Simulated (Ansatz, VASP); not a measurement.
KI: VASP beside Ansatz

Contents of POSCAR:

```
KI
1.0
    0.0000000000      3.5445661401      3.5445661401
    3.5445661401      0.0000000000      3.5445661401
    3.5445661401      3.5445661401      0.0000000000
K I
1 1
Direct
    0.0000000000      0.0000000000      0.0000000000
    0.5000000000      0.5000000000      0.5000000000
```

The input INCAR.step1:

```
SYSTEM = KI
  PREC = Accurate
  ENCUT = 520
  ISMEAR = 0
  SIGMA = 0.01
  LREAL = .FALSE.
  LASPH = .TRUE.
  NELM = 60
  NBANDS = 15
  GGA = PE
  ALGO = Normal
  EDIFF = 1E-4
  LWAVE = .TRUE.
  LCHARG = .FALSE.
```

INCAR.step2

```
SYSTEM = KI
  PREC = Accurate
  ENCUT = 520
  EDIFF = 1E-6
  ISMEAR = 0
  SIGMA = 0.01
  LREAL = .FALSE.
  LASPH = .TRUE.
  NELM = 60
  ALGO = Normal
  ISIF = 2
  LWAVE = .FALSE.
  LCHARG = .FALSE.
  METAGGA = R2SCAN
  LMIXTAU = .TRUE.
  NBANDS = 15
  ISTART = 1
```

File KPOINTS:

```
Automatic mesh
0
G
  4 4 4
  0 0 0
```

Input for Ansatz:

```yaml
crystal:
  lattice:
    - [0.0, 3.5445661401, 3.5445661401]
    - [3.5445661401, 0.0, 3.5445661401]
    - [3.5445661401, 3.5445661401, 0.0]
  atoms:
    - { symbol: K, position: [0.0, 0.0, 0.0] }
    - { symbol: I, position: [0.5, 0.5, 0.5] }
kpoints:
  mp_grid: { grid: [4, 4, 4] }
hamiltonian:
  xc: r2scan
scf:
  occupations: { method: fixed }
  n_extra_bands: 4
output:
  forces: true
  stress: true
  eigenvalues: true
  write_density: true
  write_potential: true
  elf: true
  volumetric_format: npy
```

Alike in both runs: task single point; functional r2SCAN; k mesh 4 × 4 × 4; no spin polarisation.

|  | VASP | Ansatz |
| --- | --- | --- |
| version | VASP 6.6.1 | Ansatz 0.2.0 |
| potentials or method | VASP PAW PBE potentials, release 64 (K_sv, I) | plane waves, PAW |
| plane-wave cutoff (eV) | 520 | 500 |
| occupations | gaussian, width 0.01 eV | fixed |
| valence electrons in the cell | 16 | 26 |

|  | VASP | Ansatz | Ansatz less VASP |
| --- | --- | --- | --- |
| gap on the k mesh at the Fermi level (eV) | 4.58 | 4.58 | +0.003 |
| pressure (GPa) | 0.0 | 0.0 | 0.00 |

VASP's potentials were made for PBE, not for r2SCAN. VASP's potentials hold 16 valence electrons a cell and Ansatz's 26, so a difference there can come from the potentials and not from the codes.

Neither program's run includes spin-orbit coupling.
